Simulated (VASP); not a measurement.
# TiSi2 (Fddd) in VASP: single point with PBEsol

Aim: the single point of TiSi2 with PBEsol.

Program: VASP 6.6.1. These are calculated values, not measurements. Logs are shortened: lines on timing, memory, paths and dates and some standing lists are left out, and cuts for length are marked.

## Step 1: The cell of the first run

Symmetry: Fddd, No. 70, orthorhombic system. Conventional cell: a = 4.808 Å, b = 8.272 Å, c = 8.556 Å, α = 90.00°, β = 90.00°, γ = 90.00°. Within 3.4 Å of Ti (site symmetry 222) lie 10 Si at 2.56 to 2.79 Å and 4 Ti at 3.21 Å. Si (site symmetry 2) has 9 Si at 2.53 to 3.21 Å and 5 Ti at 2.56 to 2.79 Å within 3.3 Å.

## Step 2: Single point, PBEsol

Input file INCAR:

```
SYSTEM = TiSi2
PREC     = Accurate       ! precision mode
ENCUT    = 500            ! plane-wave cutoff, eV
EDIFF    = 1E-6           ! SCF threshold, eV
ISMEAR   = 1              ! smearing method
SIGMA    = 0.1            ! smearing width, eV
LREAL    = Auto         
LASPH    = .True.         ! aspherical terms in the spheres
NELM     = 120            ! most SCF steps
ALGO     = Normal         ! electronic algorithm
ISIF     = 2              ! what is computed and relaxed
LWAVE    = .False.        ! write WAVECAR
LCHARG   = .False.        ! write CHGCAR
GGA      = PS             ! functional
NBANDS   = 190            ! bands
GGA_COMPAT= .False.
```

Input file KPOINTS:

```
Automatic mesh
0
Gamma
  2 2 2
  0 0 0
```

Input file POSCAR:

```
TiSi2
1.0
    4.8081252051      8.2721766667      0.0000000000
    4.8081252051     -8.2721766667      0.0000000000
   -4.8081252051      0.0000000000     -8.5559772538
Ti Si
16 32
Direct
    0.2500000000      0.2500000000      0.0000000000
    0.3750000000      0.1250000000      0.2500000000
    0.2500000000      0.2500000000      0.5000000000
    0.3750000000      0.1250000000      0.7500000000
    0.2500000000      0.7500000000      0.0000000000
    0.3750000000      0.6250000000      0.2500000000
    0.2500000000      0.7500000000      0.5000000000
    0.3750000000      0.6250000000      0.7500000000
    0.7500000000      0.2500000000      0.0000000000
    0.8750000000      0.1250000000      0.2500000000
    0.7500000000      0.2500000000      0.5000000000
    0.8750000000      0.1250000000      0.7500000000
    0.7500000000      0.7500000000      0.0000000000
    0.8750000000      0.6250000000      0.2500000000
    0.7500000000      0.7500000000      0.5000000000
    0.8750000000      0.6250000000      0.7500000000
    0.4183743433      0.0816256567      0.0000000000
    0.0816256567      0.4183743433      0.0000000000
    0.0433743433      0.4566256567      0.2500000000
    0.2066256567      0.2933743433      0.2500000000
    0.4183743433      0.0816256567      0.5000000000
    0.0816256567      0.4183743433      0.5000000000
    0.0433743433      0.4566256567      0.7500000000
    0.2066256567      0.2933743433      0.7500000000
    0.4183743433      0.5816256567      0.0000000000
    0.0816256567      0.9183743433      0.0000000000
    0.0433743433      0.9566256567      0.2500000000
    0.2066256567      0.7933743433      0.2500000000
    0.4183743433      0.5816256567      0.5000000000
    0.0816256567      0.9183743433      0.5000000000
    0.0433743433      0.9566256567      0.7500000000
    0.2066256567      0.7933743433      0.7500000000
    0.9183743433      0.0816256567      0.0000000000
    0.5816256567      0.4183743433      0.0000000000
    0.5433743433      0.4566256567      0.2500000000
    0.7066256567      0.2933743433      0.2500000000
    0.9183743433      0.0816256567      0.5000000000
    0.5816256567      0.4183743433      0.5000000000
    0.5433743433      0.4566256567      0.7500000000
    0.7066256567      0.2933743433      0.7500000000
    0.9183743433      0.5816256567      0.0000000000
    0.5816256567      0.9183743433      0.0000000000
    0.5433743433      0.9566256567      0.2500000000
    0.7066256567      0.7933743433      0.2500000000
    0.9183743433      0.5816256567      0.5000000000
    0.5816256567      0.9183743433      0.5000000000
    0.5433743433      0.9566256567      0.7500000000
    0.7066256567      0.7933743433      0.7500000000
```

Potentials or basis: VASP PAW PBE potentials, release 64 (Ti_sv, Si).

Started as:

```console
$ cat potpaw_PBE.64/Ti_sv/POTCAR potpaw_PBE.64/Si/POTCAR > POTCAR
$ mpirun -np 1 vasp_std > vasp.out
```

OUTCAR:

```text
SYSTEM = TiSi2
   PREC = Accurate
   ENCUT = 500
   EDIFF = 1E-6
   ISMEAR = 1
   LREAL = Auto
   LASPH = .True.
   NELM = 120
   ISIF = 2
   GGA = PS

 ion  position               nearest neighbor table
   1  0.250  0.250  0.000-  20 2.56  24 2.56  31 2.56  35 2.56  25 2.76  33 2.76  34 2.76  26 2.76
                            17 2.79  18 2.79
   2  0.375  0.125  0.250-  17 2.56  21 2.56  26 2.56  38 2.56  28 2.76  35 2.76  36 2.76  27 2.76
                            20 2.79  43 2.79
   3  0.250  0.250  0.500-  20 2.56  24 2.56  27 2.56  39 2.56  30 2.76  37 2.76  38 2.76  29 2.76
                            22 2.79  21 2.79
   4  0.375  0.125  0.750-  17 2.56  21 2.56  30 2.56  34 2.56  32 2.76  31 2.76  39 2.76  40 2.76
                            24 2.79  47 2.79
   5  0.250  0.750  0.000-  23 2.56  28 2.56  32 2.56  43 2.56  17 2.76  41 2.76  42 2.76  18 2.76
                            26 2.79  25 2.79
   6  0.375  0.625  0.250-  18 2.56  25 2.56  29 2.56  46 2.56  20 2.76  43 2.76  44 2.76  19 2.76
                            35 2.79  28 2.79
   7  0.250  0.750  0.500-  19 2.56  28 2.56  32 2.56  47 2.56  22 2.76  45 2.76  46 2.76  21 2.76
                            29 2.79  30 2.79
   8  0.375  0.625  0.750-  22 2.56  25 2.56  29 2.56  42 2.56  24 2.76  23 2.76  47 2.76  48 2.76
                            39 2.79  32 2.79
   9  0.750  0.250  0.000-  19 2.56  36 2.56  40 2.56  47 2.56  17 2.76  41 2.76  42 2.76  18 2.76
[... 87 lines left out ...]
 A1 = (   0.0000000000,  -8.2721766667,  -8.5559772538)
 A2 = (   4.8081252051,   0.0000000000,  -8.5559772538)
 A3 = (   4.8081252051,  -8.2721766667,   0.0000000000)

Analysis of symmetry for initial positions (statically):
=====================================================================
 Subroutine PRICEL returns following result:

  LATTYP: Found a face centered orthorhombic cell.
 ALAT       =     4.8081252051
 B/A-ratio  =     1.7204578321
 C/A-ratio  =     1.7794830394

  Lattice vectors:

 A1 = (   0.0000000000,  -4.1360883334,  -4.2779886269)
 A2 = (   2.4040626025,   0.0000000000,  -4.2779886269)
 A3 = (   2.4040626025,  -4.1360883334,   0.0000000000)

   8 primitive cells build up your supercell.

 Routine SETGRP: Setting up the symmetry group for a
 face centered orthorhombic supercell.

 Subroutine GETGRP returns: Found  8 space group operations
 (whereof  4 operations were pure point group operations)
 out of a pool of  8 trial point group operations.

The static configuration has the point symmetry D_2 .
 The point group associated with its full space group is D_2h.

Analysis of symmetry for dynamics (positions and initial velocities):
=====================================================================
 Subroutine PRICEL returns following result:

  LATTYP: Found a face centered orthorhombic cell.
 ALAT       =     4.8081252051
 B/A-ratio  =     1.7204578321
 C/A-ratio  =     1.7794830394

  Lattice vectors:

 A1 = (   0.0000000000,  -4.1360883334,  -4.2779886269)
 A2 = (   2.4040626025,   0.0000000000,  -4.2779886269)
 A3 = (   2.4040626025,  -4.1360883334,   0.0000000000)

   8 primitive cells build up your supercell.

 Routine SETGRP: Setting up the symmetry group for a
 face centered orthorhombic supercell.

 Subroutine GETGRP returns: Found  8 space group operations
 (whereof  4 operations were pure point group operations)
 out of a pool of  8 trial point group operations.

The dynamic configuration has the point symmetry D_2 .
 The point group associated with its full space group is D_2h.

 Subroutine INISYM returns: Found  8 space group operations
 (whereof  4 operations are pure point group operations),
 and found     8 'primitive' translations

----------------------------------------------------------------------------------------

                                     Primitive cell

  volume of cell :      85.0756

  direct lattice vectors                    reciprocal lattice vectors
     0.000000000 -4.136088333 -4.277988627    -0.207981273 -0.120887167 -0.116877356
     2.404062603  0.000000000 -4.277988627     0.207981273  0.120887167 -0.116877356
     2.404062603 -4.136088333  0.000000000     0.207981273 -0.120887167  0.116877356

  length of vectors
[... 20 lines left out ...]

 KPOINTS: Automatic mesh

Automatic generation of k-mesh.
 Grid dimensions read from file:
 generate k-points for:    2    2    2

 Generating k-lattice:

  Cartesian coordinates                     Fractional coordinates (reciprocal lattice)
     0.051995318  0.030221792 -0.029219339     0.500000000  0.000000000  0.000000000
     0.051995318 -0.030221792 -0.029219339     0.000000000  0.500000000  0.000000000
     0.000000000  0.000000000 -0.058438678     0.000000000  0.000000000  0.500000000

  Length of vectors
     0.066862842  0.066862842  0.058438678

  Shift w.r.t. Gamma in fractional coordinates (k-lattice)
     0.000000000  0.000000000  0.000000000

 Subroutine IBZKPT returns following result:
 ===========================================

 Found      5 irreducible k-points:

 Following reciprocal coordinates:
            Coordinates               Weight
  0.000000  0.000000  0.000000      1.000000
  0.500000  0.000000  0.000000      4.000000
  0.500000  0.500000  0.000000      1.000000
  0.000000  0.000000  0.500000      1.000000
  0.500000  0.500000  0.500000      1.000000
   k-points           NKPTS =      5   k-points in BZ     NKDIM =      5   number of bands    NBANDS=    190
   number of dos      NEDOS =    301   number of ions     NIONS =     48
   total plane-waves  NPLWV = 352800
   dimension x,y,z NGX =    70 NGY =   70 NGZ =   72
   dimension x,y,z NGXF=   140 NGYF=  140 NGZF=  144
   ions per type =              16  32
   NGX,Y,Z   is equivalent  to a cutoff of  12.16, 12.16, 12.20 a.u.
   NGXF,Y,Z  is equivalent  to a cutoff of  24.33, 24.33, 24.39 a.u.
 SYSTEM =  TiSi2
   PREC   = accura    normal or accurate (medium, high low for compatibility)
   ISTART =      0    job   : 0-new  1-cont  2-samecut
   ICHARG =      2    charge: 1-file 2-atom 10-const
   ISPIN  =      1    spin polarized calculation?
   LNONCOLLINEAR =      F non collinear calculations
   LSORBIT =      F    spin-orbit coupling
   LASPH  =      T    aspherical Exc in radial PAW
   ENCUT  =  500.0 eV  36.75 Ry    6.06 a.u.  17.44 17.44 17.89*2*pi/ulx,y,z
   NELM   =    120;   NELMIN=  2; NELMDL= -5     # of ELM steps
   EDIFF  = 0.1E-05   stopping-criterion for ELM
   LREAL  =      T    real-space projection
   EDIFFG = 0.1E-04   stopping-criterion for IOM
   NSW    =      0    number of steps for IOM
   IBRION =     -1    ionic relax: 0-MD 1-quasi-New 2-CG
   NFREE  =      0    steps in history (QN), initial steepest desc. (CG)
   ISIF   =      2    stress and relaxation
   ISYM   =      2    0-nonsym 1-usesym 2-fastsym
   POTIM  = 0.5000    time-step for ionic-motion
   TEBEG  =    0.0;   TEEND  =   0.0 temperature during run
   PSTRESS=    0.0 pullay stress
   NELECT =     320.0000    total number of electrons
   NUPDOWN=      -1.0000    fix difference up-down
   EMIN   =  10.00;   EMAX   =-10.00  energy-range for DOS
   EFERMI =   0.00;   METHOD = LEGACY
   ISMEAR =     1;   SIGMA  =   0.10  broadening in eV -4-tet -1-fermi 0-gaus
   EFERMI_NEDOS =   21; number of points for ismear=-14 and -15
   IALGO  =     38    algorithm
   IMIX   =      4    mixing-type and parameters
     AMIX     =   0.40;   BMIX     =  1.00
     AMIX_MAG =   1.60;   BMIX_MAG =  1.00
  volume/ion in A,a.u.               =      14.18        95.69
  Fermi-wavevector in a.u.,A,eV,Ry     =   1.272994  2.405610 22.048435  1.620514
  Thomas-Fermi vector in A             =   2.405842
   LORBIT       =      0    0 simple, 1 ext, 2 COOP (PROOUT), +10 PAW based schemes
   GGA     = PS    functional components
   LHFCALC =     F    Hartree Fock is set to
   AEXX    =    0.0000 exact exchange contribution
   IVDW    =     0    specifies the selected vdW correction
   LEPSILON=     F    determine dielectric tensor
   LRPA    =     F    only Hartree local field effects (RPA)
 non-spin polarized calculation
 Methfessel and Paxton  Order N= 1 SIGMA  =   0.10
  energy-cutoff  :      500.00
  volume of cell :      680.61
 maximum number of plane-waves:     17356
 NGX is ok and might be reduce to    70
   NGX = 35   NGY = 35   NGZ = 35

 number of electron     319.9999990 magnetization

 Free energy of the ion-electron system (eV)
  ---------------------------------------------------
  ext. energy  EPLUGINS =         0.00000000
  ---------------------------------------------------
  free energy    TOTEN  =      -349.70403206 eV

  energy without entropy =     -349.70464283  energy(sigma->0) =     -349.70423565

 E-fermi :  10.0016     XC(G=0): -11.7603

 val. band max:        9.9825465609   @ k =   0.0000   0.0000   0.5000
 cond. band min:      10.0645615274   @ k =   0.5000   0.5000   0.5000
 fundamental gap:      0.0820149665
 Fermi energy:        10.0015871102

 k-point     1 :       0.0000    0.0000    0.0000
  band No.  band energies     occupation
      1     -46.1105      2.00000
      2     -46.1034      2.00000
      3     -46.1034      2.00000
      4     -46.1034      2.00000
      5     -46.1034      2.00000
      6     -46.0966      2.00000
[... 864 lines left out ...]
    171      11.1131     -0.00000
    172      11.1131     -0.00000
 [bands above 172 left out]

------------------------ aborting loop because EDIFF is reached ----------------------------------------

  FORCE on cell =-STRESS in cart. coord.  units (eV):
  Direction    XX          YY          ZZ          XY          YZ          ZX
  --------------------------------------------------------------------------------------
  -------------------------------------------------------------------------------------
  Total      -17.4119266    -13.5668044    -19.3987977      0.0000000      0.0000000      0.0000000
  in kB      -40.9885188    -31.9369148    -45.6657095      0.0000000      0.0000000      0.0000000
  external PRESSURE =     -39.5303810 kB  Pullay stress =       0.0000000 kB

 VOLUME and BASIS-vectors are now :
 -----------------------------------------------------------------------------
  energy-cutoff  :      500.00
  volume of cell :      680.61
      direct lattice vectors                 reciprocal lattice vectors
     4.808125205  8.272176667  0.000000000     0.103990636  0.060443583 -0.058438678
     4.808125205 -8.272176667  0.000000000     0.103990636 -0.060443583 -0.058438678
    -4.808125205  0.000000000 -8.555977254     0.000000000  0.000000000 -0.116877356

 POSITION                                       TOTAL-FORCE (eV/Angst)
 -----------------------------------------------------------------------------------
      2.40406      0.00000      0.00000         0.000000      0.000000      0.000000
      1.20203      2.06804     -2.13899         0.000000     -0.000000     -0.000000
      0.00000      0.00000     -4.27799         0.000000     -0.000000      0.000000
     -1.20203      2.06804     -6.41698         0.000000     -0.000000      0.000000
      4.80813     -4.13609      0.00000         0.000000     -0.000000      0.000000
      3.60609     -2.06804     -2.13899         0.000000      0.000000     -0.000000
[... 40 lines left out ...]
      3.60609     -3.41849     -6.41698         0.000000     -0.077420     -0.000000
      3.60609     -0.71760     -6.41698         0.000000      0.077420      0.000000
 -----------------------------------------------------------------------------------
    total drift:                               -0.000000      0.000005      0.000000

  FREE ENERGIE OF THE ION-ELECTRON SYSTEM (eV)
  ---------------------------------------------------
  free  energy   TOTEN  =      -349.7040320576 eV

  energy  without entropy=     -349.7046428263  energy(sigma->0) =     -349.70423565
```

Wall time 38 min (1 thread of Intel Xeon 8259CL, shared host); peak memory 0.91 GiB.

What came out:

| Property | Result |
| --- | --- |
| Free energy | -349.7040 eV |
| Pressure | -4.0 GPa |
| Largest force | 0.077 eV/Å |
| Band gap on the k mesh | zero (bands 160 and 161 overlap by 0.21 eV) |

Forces in eV/Å, atoms in the order of the input:
```
Ti   0.000  0.000  0.000
Ti   0.000  0.000  0.000
Ti   0.000  0.000  0.000
Ti   0.000  0.000  0.000
Ti   0.000  0.000  0.000
Ti   0.000  0.000  0.000
Ti   0.000  0.000  0.000
Ti   0.000  0.000  0.000
Ti   0.000  0.000  0.000
Ti   0.000  0.000  0.000
Ti   0.000  0.000  0.000
Ti   0.000  0.000  0.000
Ti   0.000  0.000  0.000
Ti   0.000  0.000  0.000
Ti   0.000  0.000  0.000
Ti   0.000  0.000  0.000
Si   0.000 -0.077  0.000
Si   0.000  0.077  0.000
Si   0.000 -0.077  0.000
Si   0.000  0.077  0.000
Si   0.000 -0.077  0.000
Si   0.000  0.077  0.000
Si   0.000 -0.077  0.000
Si   0.000  0.077  0.000
Si   0.000 -0.077  0.000
Si   0.000  0.077  0.000
Si   0.000 -0.077  0.000
Si   0.000  0.077  0.000
Si   0.000 -0.077  0.000
Si   0.000  0.077  0.000
Si   0.000 -0.077  0.000
Si   0.000  0.077  0.000
Si   0.000 -0.077  0.000
Si   0.000  0.077  0.000
Si   0.000 -0.077  0.000
Si   0.000  0.077  0.000
Si   0.000 -0.077  0.000
Si   0.000  0.077  0.000
Si   0.000 -0.077  0.000
Si   0.000  0.077  0.000
Si   0.000 -0.077  0.000
Si   0.000  0.077  0.000
Si   0.000 -0.077  0.000
Si   0.000  0.077  0.000
Si   0.000 -0.077  0.000
Si   0.000  0.077  0.000
Si   0.000 -0.077  0.000
Si   0.000  0.077  0.000
```

Caveat: the k points lie up to 0.42 Å⁻¹ apart; the PAW data sets were made with another functional, which shifts forces and pressure a little.

The gap in the log of VASP goes by the Fermi energy; the results here count the filled bands.